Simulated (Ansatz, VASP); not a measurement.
**Two plane-wave programs on Ta2N**

Contents of INCAR:

```
SYSTEM = Ta2N
PREC     = Accurate       ! precision mode
ENCUT    = 520            ! plane-wave cutoff, eV
EDIFF    = 1E-7           ! SCF threshold, eV
ISMEAR   = 0              ! smearing method
SIGMA    = 0.15           ! smearing width, eV
LREAL    = .False.        ! projectors in reciprocal space
LASPH    = .True.         ! aspherical terms in the spheres
NELM     = 60             ! most SCF steps
ALGO     = Normal         ! electronic algorithm
ISIF     = 2              ! what is computed and relaxed
LWAVE    = .False.        ! write WAVECAR
LCHARG   = .False.        ! write CHGCAR
GGA      = PE             ! functional
NBANDS   = 36             ! bands
```

KPOINTS

```
regular mesh
0
Gamma
  17 17 5
  0 0 0
```

POSCAR

```
Ta2N
1.0
   -3.1011400595      0.0000000000      0.0000000000
   -1.5505700297     -2.6856660722      0.0000000000
    0.0000000000      0.0000000000     14.2637800776
Ta N
4 2
Direct
    0.6666666667      0.6666666667      0.0838206585
    0.6666666667      0.6666666667      0.4260784620
    0.3333333333      0.3333333333      0.6006949485
    0.3333333333      0.3333333333      0.2584371450
    0.0000000000      0.0000000000      0.5133867052
    0.0000000000      0.0000000000      0.1711289017
```

Input for Ansatz:

```yaml
crystal:
  lattice:
    - [-3.1011400595, 0.0, 0.0]
    - [-1.5505700297, -2.6856660722, 0.0]
    - [0.0, 0.0, 14.2637800776]
  atoms:
    - { symbol: Ta, position: [0.6666666667, 0.6666666667, 0.0838206585] }
    - { symbol: Ta, position: [0.6666666667, 0.6666666667, 0.426078462] }
    - { symbol: Ta, position: [0.3333333333, 0.3333333333, 0.6006949485] }
    - { symbol: Ta, position: [0.3333333333, 0.3333333333, 0.258437145] }
    - { symbol: "N", position: [0.0, 0.0, 0.5133867052] }
    - { symbol: "N", position: [0.0, 0.0, 0.1711289017] }
basis:
  ecutwfc: 420
kpoints:
  mp_grid: { grid: [17, 17, 5] }
hamiltonian:
  xc: pbe
scf:
  occupations: { method: gaussian, width: 0.15 }
output:
  forces: true
  stress: true
  eigenvalues: true
```

Alike in both runs: task single point; functional PBE; k mesh 17 × 17 × 5; occupations gaussian, width 0.15 eV; no spin polarisation.

|  | VASP | Ansatz |
| --- | --- | --- |
| version | VASP 6.6.1 | Ansatz 0.2.0 |
| potentials or method | VASP PAW PBE potentials, release 64 (Ta_pv, N), cutoff 520 eV | scalar-relativistic, plane waves, PAW |
| valence electrons in the cell | 54 | 62 |

```tsv
	VASP	Ansatz	Ansatz less VASP
gap on the k mesh at the Fermi level (eV)	none	none	-
rms of the force components (eV/Å)	0.120	0.134	+0.0142
```

Atom by atom the forces differ by 0.019 eV/Å (rms over components). A gap of «none» marks a metal or a gap that the smearing closes. VASP's potentials hold 54 valence electrons a cell and Ansatz's 62, so a difference there can come from the potentials and not from the codes.

Spin-orbit coupling is off throughout.
